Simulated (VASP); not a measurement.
# MgS (P4_2/mbc) in VASP: settings compared

MgS is run at these levels: PBE, r2SCAN; tasks: single point.

Everything below comes from runs of VASP 6.6.1. Logs are shortened: lines on timing, memory, paths and dates and some standing lists are left out, and cuts for length are marked.

## Step 1: The cell of the first run

Symmetry: P4_2/mbc, No. 135, tetragonal system. The conventional cell has a = 8.562 Å, b = 8.562 Å, c = 5.260 Å, α = 90.00°, β = 90.00°, γ = 90.00°. Mg (site symmetry m) has 5 S at 2.49 to 2.63 Å within 3.3 Å. Within 3.3 Å of S (site symmetry m) lie 5 Mg at 2.49 to 2.63 Å.

The cell was built from a structure type or drawn by symmetry, and may not be a known phase.

## Step 2: Single point, PBE

INCAR

```
ALGO = Normal
EDIFF = 1E-6
ENCUT = 600
GGA = PE
GGA_COMPAT = False
ISIF = 2
ISMEAR = 0
LASPH = True
LCHARG = True
LELF = True
LREAL = False
LVHAR = True
LWAVE = False
NBANDS = 46
NELM = 120
PREC = Accurate
SIGMA = 0.1
```

KPOINTS

```
k-points
0
Gamma
  2 2 4
```

POSCAR

```
MgS
1.0
    8.5615374125      0.0000000000      0.0000000000
    0.0000000000      8.5615374125      0.0000000000
    0.0000000000      0.0000000000      5.2598059817
Mg S
8 8
Direct
    0.6399223542      0.6464961519      0.0000000000
    0.8535038481      0.8600776458      0.5000000000
    0.3600776458      0.3535038481      0.0000000000
    0.1464961519      0.1399223542      0.5000000000
    0.6464961519      0.3600776458      0.5000000000
    0.8600776458      0.1464961519      0.0000000000
    0.3535038481      0.6399223542      0.5000000000
    0.1399223542      0.8535038481      0.0000000000
    0.1477332382      0.8450634101      0.5000000000
    0.3450634101      0.6477332382      0.0000000000
    0.8522667618      0.1549365899      0.5000000000
    0.6549365899      0.3522667618      0.0000000000
    0.1549365899      0.1477332382      0.0000000000
    0.3522667618      0.3450634101      0.5000000000
    0.8450634101      0.8522667618      0.0000000000
    0.6477332382      0.6549365899      0.5000000000
```

Potentials or basis: VASP PAW PBE potentials, release 64 (Mg, S).

Started as:

```console
$ cat potpaw_PBE.64/Mg/POTCAR potpaw_PBE.64/S/POTCAR > POTCAR
$ mpirun -np 1 vasp_std > vasp.out
```

OUTCAR:

```text
EDIFF = 1E-6
   ENCUT = 600
   GGA = PE
   ISIF = 2
   ISMEAR = 0
   LASPH = True
   LREAL = False
   NELM = 120
   PREC = Accurate

 ion  position               nearest neighbor table
   1  0.640  0.646  0.000-  15 2.49  12 2.52  10 2.52  16 2.63  16 2.63   3 3.47   7 3.60   5 3.60
                             7 3.60   5 3.60
   2  0.854  0.860  0.500-  16 2.49   9 2.52  11 2.52  15 2.63  15 2.63   4 3.47   8 3.60   6 3.60
                             8 3.60   6 3.60
   3  0.360  0.354  0.000-  13 2.49  10 2.52  12 2.52  14 2.63  14 2.63   1 3.47   7 3.60   5 3.60
                             7 3.60   5 3.60
   4  0.146  0.140  0.500-  14 2.49  11 2.52   9 2.52  13 2.63  13 2.63   2 3.47   8 3.60   6 3.60
                             8 3.60   6 3.60
   5  0.646  0.360  0.500-  11 2.49  14 2.52  16 2.52  12 2.63  12 2.63   7 3.47   1 3.60   1 3.60
                             3 3.60   3 3.60
   6  0.860  0.146  0.000-  12 2.49  15 2.52  13 2.52  11 2.63  11 2.63   8 3.47   2 3.60   2 3.60
                             4 3.60   4 3.60
   7  0.354  0.640  0.500-   9 2.49  16 2.52  14 2.52  10 2.63  10 2.63   5 3.47   1 3.60   1 3.60
                             3 3.60   3 3.60
   8  0.140  0.854  0.000-  10 2.49  13 2.52  15 2.52   9 2.63   9 2.63   6 3.47   2 3.60   2 3.60
                             4 3.60   4 3.60
   9  0.148  0.845  0.500-   7 2.49   2 2.52   4 2.52   8 2.63   8 2.63
  10  0.345  0.648  0.000-   8 2.49   3 2.52   1 2.52   7 2.63   7 2.63
  11  0.852  0.155  0.500-   5 2.49   4 2.52   2 2.52   6 2.63   6 2.63
  12  0.655  0.352  0.000-   6 2.49   1 2.52   3 2.52   5 2.63   5 2.63
  13  0.155  0.148  0.000-   3 2.49   8 2.52   6 2.52   4 2.63   4 2.63
  14  0.352  0.345  0.500-   4 2.49   5 2.52   7 2.52   3 2.63   3 2.63
  15  0.845  0.852  0.000-   1 2.49   6 2.52   8 2.52   2 2.63   2 2.63
  16  0.648  0.655  0.500-   2 2.49   7 2.52   5 2.52   1 2.63   1 2.63

  LATTYP: Found a simple tetragonal cell.
 ALAT       =     8.5615374125
 C/A-ratio  =     0.6143529752

  Lattice vectors:

 A1 = (   8.5615374125,   0.0000000000,   0.0000000000)
 A2 = (   0.0000000000,   8.5615374125,   0.0000000000)
 A3 = (   0.0000000000,   0.0000000000,   5.2598059817)

Analysis of symmetry for initial positions (statically):
=====================================================================
 Subroutine PRICEL returns:
 Original cell was already a primitive cell.

 Routine SETGRP: Setting up the symmetry group for a
 simple tetragonal supercell.

 Subroutine GETGRP returns: Found 16 space group operations
 (whereof  4 operations were pure point group operations)
 out of a pool of 16 trial point group operations.

The static configuration has the point symmetry C_2h.
 The point group associated with its full space group is D_4h.

Analysis of symmetry for dynamics (positions and initial velocities):
=====================================================================
 Subroutine PRICEL returns:
 Original cell was already a primitive cell.

 Routine SETGRP: Setting up the symmetry group for a
 simple tetragonal supercell.

 Subroutine GETGRP returns: Found 16 space group operations
 (whereof  4 operations were pure point group operations)
 out of a pool of 16 trial point group operations.

The dynamic configuration has the point symmetry C_2h.
 The point group associated with its full space group is D_4h.

 Subroutine INISYM returns: Found 16 space group operations
 (whereof  4 operations are pure point group operations),
 and found     1 'primitive' translations

----------------------------------------------------------------------------------------

                                     Primitive cell

  volume of cell :     385.5434

  direct lattice vectors                    reciprocal lattice vectors
     8.561537412  0.000000000  0.000000000     0.116801452  0.000000000  0.000000000
     0.000000000  8.561537412  0.000000000     0.000000000  0.116801452  0.000000000
     0.000000000  0.000000000  5.259805982     0.000000000  0.000000000  0.190121081

  length of vectors
     8.561537412  8.561537412  5.259805982     0.116801452  0.116801452  0.190121081

  position of ions in fractional coordinates (direct lattice)
     0.639922354  0.646496152  0.000000000
     0.853503848  0.860077646  0.500000000
     0.360077646  0.353503848  0.000000000
     0.146496152  0.139922354  0.500000000
     0.646496152  0.360077646  0.500000000
     0.860077646  0.146496152  0.000000000
[... 8 lines left out ...]
     0.845063410  0.852266762  0.000000000
     0.647733238  0.654936590  0.500000000

  ion indices of the primitive-cell ions
   primitive index   ion index
                 1           1
                 2           2
                 3           3
                 4           4
                 5           5
                 6           6
[... 8 lines left out ...]
                15          15
                16          16

----------------------------------------------------------------------------------------

 KPOINTS: k-points

Automatic generation of k-mesh.
 Grid dimensions read from file:
 generate k-points for:    2    2    4

 Generating k-lattice:

  Cartesian coordinates                     Fractional coordinates (reciprocal lattice)
     0.058400726  0.000000000  0.000000000     0.500000000  0.000000000  0.000000000
     0.000000000  0.058400726  0.000000000     0.000000000  0.500000000  0.000000000
     0.000000000  0.000000000  0.047530270     0.000000000  0.000000000  0.250000000

  Length of vectors
     0.058400726  0.058400726  0.047530270

  Shift w.r.t. Gamma in fractional coordinates (k-lattice)
     0.000000000  0.000000000  0.000000000

 Subroutine IBZKPT returns following result:
 ===========================================

 Found      9 irreducible k-points:

 Following reciprocal coordinates:
            Coordinates               Weight
  0.000000  0.000000  0.000000      1.000000
  0.500000  0.000000  0.000000      2.000000
  0.500000  0.500000  0.000000      1.000000
  0.000000  0.000000  0.250000      2.000000
  0.500000  0.000000  0.250000      4.000000
  0.500000  0.500000  0.250000      2.000000
  0.000000  0.000000  0.500000      1.000000
  0.500000  0.000000  0.500000      2.000000
  0.500000  0.500000  0.500000      1.000000
   k-points           NKPTS =      9   k-points in BZ     NKDIM =      9   number of bands    NBANDS=     46
   number of dos      NEDOS =    301   number of ions     NIONS =     16
   total plane-waves  NPLWV = 205800
   dimension x,y,z NGX =    70 NGY =   70 NGZ =   42
   dimension x,y,z NGXF=   140 NGYF=  140 NGZF=   84
   ions per type =               8   8
   NGX,Y,Z   is equivalent  to a cutoff of  13.59, 13.59, 13.27 a.u.
   NGXF,Y,Z  is equivalent  to a cutoff of  27.18, 27.18, 26.55 a.u.
 SYSTEM =  unknown system
   PREC   = accura    normal or accurate (medium, high low for compatibility)
   ISTART =      0    job   : 0-new  1-cont  2-samecut
   ICHARG =      2    charge: 1-file 2-atom 10-const
   ISPIN  =      1    spin polarized calculation?
   LNONCOLLINEAR =      F non collinear calculations
   LSORBIT =      F    spin-orbit coupling
   LASPH  =      T    aspherical Exc in radial PAW
   ENCUT  =  600.0 eV  44.10 Ry    6.64 a.u.  17.10 17.10 10.51*2*pi/ulx,y,z
   NELM   =    120;   NELMIN=  2; NELMDL= -5     # of ELM steps
   EDIFF  = 0.1E-05   stopping-criterion for ELM
   LREAL  =      F    real-space projection
   EDIFFG = 0.1E-04   stopping-criterion for IOM
   NSW    =      0    number of steps for IOM
   IBRION =     -1    ionic relax: 0-MD 1-quasi-New 2-CG
   NFREE  =      0    steps in history (QN), initial steepest desc. (CG)
   ISIF   =      2    stress and relaxation
   ISYM   =      2    0-nonsym 1-usesym 2-fastsym
   POTIM  = 0.5000    time-step for ionic-motion
   TEBEG  =    0.0;   TEEND  =   0.0 temperature during run
   PSTRESS=    0.0 pullay stress
   NELECT =      64.0000    total number of electrons
   NUPDOWN=      -1.0000    fix difference up-down
   EMIN   =  10.00;   EMAX   =-10.00  energy-range for DOS
   EFERMI =   0.00;   METHOD = LEGACY
   ISMEAR =     0;   SIGMA  =   0.10  broadening in eV -4-tet -1-fermi 0-gaus
   EFERMI_NEDOS =   21; number of points for ismear=-14 and -15
   IALGO  =     38    algorithm
   IMIX   =      4    mixing-type and parameters
     AMIX     =   0.40;   BMIX     =  1.00
     AMIX_MAG =   1.60;   BMIX_MAG =  1.00
  volume/ion in A,a.u.               =      24.10       162.61
  Fermi-wavevector in a.u.,A,eV,Ry     =   0.899726  1.700236 11.014017  0.809507
  Thomas-Fermi vector in A             =   2.022596
   LORBIT       =      0    0 simple, 1 ext, 2 COOP (PROOUT), +10 PAW based schemes
   GGA     = PE    functional components
   LHFCALC =     F    Hartree Fock is set to
   AEXX    =    0.0000 exact exchange contribution
   IVDW    =     0    specifies the selected vdW correction
   LEPSILON=     F    determine dielectric tensor
   LRPA    =     F    only Hartree local field effects (RPA)
 non-spin polarized calculation
 Gauss-broadening in eV      SIGMA  =   0.10
  energy-cutoff  :      600.00
  volume of cell :      385.54
 maximum number of plane-waves:     12920
 NGX is ok and might be reduce to    70
   NGX = 35   NGY = 35   NGZ = 21

 number of electron      63.9999997 magnetization

 Free energy of the ion-electron system (eV)
  ---------------------------------------------------
  ext. energy  EPLUGINS =         0.00000000
  ---------------------------------------------------
  free energy    TOTEN  =       -66.73962066 eV

  energy without entropy =      -66.73962066  energy(sigma->0) =      -66.73962066

 E-fermi :   1.7853     XC(G=0):  -7.9074

 val. band max:        1.3576939126   @ k =   0.0000   0.0000   0.0000
 cond. band min:       4.2823973762   @ k =   0.0000   0.0000   0.0000
 fundamental gap:      2.9247034636
 Fermi energy:         1.7853206922

 k-point     1 :       0.0000    0.0000    0.0000
  band No.  band energies     occupation
      1     -10.8097      2.00000
      2     -10.2142      2.00000
      3     -10.0928      2.00000
      4     -10.0928      2.00000
      5      -9.7896      2.00000
      6      -9.5040      2.00000
[... 36 lines left out ...]
     43       6.8615      0.00000
     44       7.6621      0.00000
[... 334 lines left out ...]
      3     -10.0565      2.00000
      4     -10.0565      2.00000
      5      -9.7678      2.00000
      6      -9.7678      2.00000
[... 36 lines left out ...]
     43       7.9387      0.00000
     44       7.9510      0.00000
 [bands above 44 left out]

------------------------ aborting loop because EDIFF is reached ----------------------------------------

  FORCE on cell =-STRESS in cart. coord.  units (eV):
  Direction    XX          YY          ZZ          XY          YZ          ZX
  --------------------------------------------------------------------------------------
  -------------------------------------------------------------------------------------
  Total       -0.5394521     -0.5394521     -0.7158207     -0.0000000      0.0000000     -0.0000000
  in kB       -2.2417657     -2.2417657     -2.9746890     -0.0000000      0.0000000     -0.0000000
  external PRESSURE =      -2.4860735 kB  Pullay stress =       0.0000000 kB

 VOLUME and BASIS-vectors are now :
 -----------------------------------------------------------------------------
  energy-cutoff  :      600.00
  volume of cell :      385.54
      direct lattice vectors                 reciprocal lattice vectors
     8.561537412  0.000000000  0.000000000     0.116801452  0.000000000  0.000000000
     0.000000000  8.561537412  0.000000000     0.000000000  0.116801452  0.000000000
     0.000000000  0.000000000  5.259805982     0.000000000  0.000000000  0.190121081

 POSITION                                       TOTAL-FORCE (eV/Angst)
 -----------------------------------------------------------------------------------
      5.47872      5.53500      0.00000        -0.004901     -0.010989      0.000000
      7.30731      7.36359      2.62990         0.010989      0.004901      0.000000
      3.08282      3.02654      0.00000         0.004901      0.010989     -0.000000
      1.25423      1.19795      2.62990        -0.010989     -0.004901     -0.000000
      5.53500      3.08282      2.62990        -0.010989      0.004901     -0.000000
      7.36359      1.25423      0.00000         0.004901     -0.010989     -0.000000
[... 8 lines left out ...]
      7.23504      7.29671      0.00000         0.006987      0.001819     -0.000000
      5.54559      5.60726      2.62990        -0.001819     -0.006987      0.000000
 -----------------------------------------------------------------------------------
    total drift:                               -0.000000     -0.000000     -0.000000

  FREE ENERGIE OF THE ION-ELECTRON SYSTEM (eV)
  ---------------------------------------------------
  free  energy   TOTEN  =       -66.7396206554 eV

  energy  without entropy=      -66.7396206554  energy(sigma->0) =      -66.73962066
```

Wall time 7.5 min (1 thread of Intel Xeon 8259CL, shared host); peak memory 0.53 GiB.

Results:

- Free energy: -66.7396 eV
- Pressure: -0.2 GPa
- Largest force: 0.012 eV/Å
- Band gap on the k mesh: 2.92 eV

Forces on the atoms (eV/Å):
```
Mg  -0.005 -0.011  0.000
Mg   0.011  0.005  0.000
Mg   0.005  0.011  0.000
Mg  -0.011 -0.005  0.000
Mg  -0.011  0.005  0.000
Mg   0.005 -0.011  0.000
Mg   0.011 -0.005  0.000
Mg  -0.005  0.011  0.000
S   -0.002  0.007  0.000
S    0.007 -0.002  0.000
S    0.002 -0.007  0.000
S   -0.007  0.002  0.000
S   -0.007 -0.002  0.000
S    0.002  0.007  0.000
S    0.007  0.002  0.000
S   -0.002 -0.007  0.000
```

Levels at points of the mesh, in eV from the valence-band top:
| k point | band 29 | band 30 | band 31 | band 32 | band 33 | band 34 | band 35 | band 36 |
| --- | --- | --- | --- | --- | --- | --- | --- | --- |
| (0.00, 0.00, 0.00) | -0.66 | -0.66 | -0.63 | 0.00 | 2.92 | 2.99 | 4.31 | 4.31 |
| (0.50, 0.00, 0.00) | -0.63 | -0.63 | -0.47 | -0.47 | 3.83 | 3.83 | 3.98 | 3.98 |
| (0.50, 0.50, 0.00) | -0.59 | -0.59 | -0.49 | -0.49 | 3.57 | 3.57 | 4.11 | 4.11 |
| (0.00, 0.00, 0.50) | -0.43 | -0.43 | -0.42 | -0.42 | 4.56 | 4.56 | 4.94 | 4.94 |
| (0.50, 0.00, 0.50) | -0.43 | -0.43 | -0.42 | -0.42 | 4.69 | 4.69 | 4.71 | 4.71 |
| (0.50, 0.50, 0.50) | -0.38 | -0.38 | -0.38 | -0.38 | 4.44 | 4.44 | 4.44 | 4.44 |

[end of part 1 of 2]
